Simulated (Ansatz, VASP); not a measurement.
**Two plane-wave programs on Sn**

File INCAR:

```
AGGAC    = 1.0          
AGGAX    = 1.0          
ALDAC    = 0.0          
ALDAX    = 1.0          
ALGO     = Normal         # electronic algorithm
EDIFF    = 1E-6           # SCF threshold, eV
EDIFFG   = -0.01          # ionic threshold
ENCUT    = 600            # plane-wave cutoff, eV
GGA      = B5             # functional
IBRION   = 2              # ionic algorithm
ISIF     = 3              # what is computed and relaxed
ISMEAR   = -1             # smearing method
IVDW     = 13             # dispersion correction
LASPH    = T              # aspherical terms in the spheres
LCHARG   = F              # write CHGCAR
LREAL    = F              # projectors in reciprocal space
LWAVE    = F              # write WAVECAR
NELM     = 80             # most SCF steps
NSW      = 60             # ionic steps
PREC     = Accurate       # precision mode
SIGMA    = 0.05           # smearing width, eV
VDW_A1   = 0.44488865   
VDW_A2   = 4.0933009    
VDW_S6   = 1.0          
VDW_S8   = 2.34076671
```

KPOINTS

```
k-points
0
Gamma
  9 9 9
```

Contents of POSCAR:

```
Sn
1.0
   -2.9401404553      2.9401404553      1.5993019889
    2.9401404553     -2.9401404553      1.5993019889
    2.9401404553      2.9401404553     -1.5993019889
Sn
2
Direct
    0.0000000000      0.0000000000      0.0000000000
    0.7500000000      0.2500000000      0.5000000000
```

File input.yaml:

```yaml
crystal:
  lattice:
    - [-2.9401404553, 2.9401404553, 1.5993019889]
    - [2.9401404553, -2.9401404553, 1.5993019889]
    - [2.9401404553, 2.9401404553, -1.5993019889]
  atoms:
    - { symbol: Sn, position: [0.0, 0.0, 0.0] }
    - { symbol: Sn, position: [0.75, 0.25, 0.5] }
hamiltonian:
  xc: blyp
  pseudopotentials: { kind: paw }
  dispersion: d4
kpoints:
  mp_grid: { grid: [9, 9, 9] }
scf:
  occupations: { method: fermi_dirac, width: 0.05 }
output:
  forces: true
  stress: true
relax:
  f_tol: 0.01
  max_steps: 40
  cell: { stress_tol: 0.05 }
```

Alike in both runs: task relaxation of cell and atoms; functional BLYP; dispersion D4; k mesh 9 × 9 × 9; occupations fermi-dirac, width 0.05 eV; no spin polarisation.

```csv
,VASP,Ansatz
version,VASP 6.6.1,Ansatz 0.2.0
potentials or method,"VASP PAW PBE potentials, release 64 (Sn_d)",Ansatz PAW
plane-wave cutoff (eV),600,420
valence electrons in the cell,28,28
```

|  | VASP | Ansatz | Ansatz less VASP |
| --- | --- | --- | --- |
| relaxed volume (Å³/atom) | 28.44 | 28.41 | -0.026 |
| relaxed cell length with the largest relative difference (Å) | 4.499 | 4.499 | -0.0005 |

VASP's potentials were made for PBE, not for BLYP.

Noted on Ansatz's run: the plane-wave basis is chosen anew once the cell has moved, so the energies of steps on either side of that aren't comparable.
